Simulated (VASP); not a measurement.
Input of a VASP 6.6.1 run:

Contents of INCAR:

```
SYSTEM = Sb
PREC = Accurate
ENCUT = 520
EDIFF = 1E-7
ISMEAR = -1
SIGMA = 0.1
LREAL = .False.
LASPH = .True.
NELM = 60
ALGO = Normal
ISIF = 2
LWAVE = .False.
LCHARG = .False.
GGA = RP
NBANDS = 8
```

File KPOINTS:

```
Automatic mesh
0
Gamma
  11 11 11
  0 0 0
```

Contents of POSCAR:

```
Sb
1.0
    3.0875756528      0.0000000000      0.0000000000
    0.0000000000      3.0875756528      0.0000000000
    0.0000000000      0.0000000000      3.0875756528
Sb
1
Direct
    0.0000000000      0.0000000000      0.0000000000
```

Potentials or basis: VASP PAW PBE potentials, release 64 (Sb).

Command:

```sh
$ cat potpaw_PBE.64/Sb/POTCAR > POTCAR
$ mpirun -np 1 vasp_std > vasp.out
```

(1) What does it give for the pressure?

Answers

(1) 2.8 GPa.

Caveat: the PAW data sets were made with another functional, which shifts forces and pressure a little.
